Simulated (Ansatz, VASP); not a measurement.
## One calculation of MgS, two programs

```
Mg S
1.0
     0.00000    2.66610    2.66610
     2.66610    0.00000    2.66610
     2.66610    2.66610    0.00000
Mg S
1 1
Direct
  0.00000 0.00000 0.00000
  0.50000 0.50000 0.50000
```

Alike in both runs: task single point; functional PBE; k mesh 8 × 8 × 8; no spin polarisation.

|  | VASP | Ansatz |
| --- | --- | --- |
| version | VASP 6.6.1 | Ansatz 0.2.0 |
| potentials or method | VASP PAW PBE potentials, release 64 (Mg_sv, S) | plane waves, PAW |
| plane-wave cutoff (eV) | 840 | 420 |
| occupations | gaussian, width 0.01 eV | fixed |
| valence electrons in the cell | 16 | 16 |

Ansatz gave:

| Property | Result |
| --- | --- |
| gap on the k mesh at the Fermi level (eV) | 2.63 |
| pressure (GPa) | -3.8 |

Question: Estimate VASP's values.

Answer: gap on the k mesh at the Fermi level (eV): 2.63; pressure (GPa): -4.0.
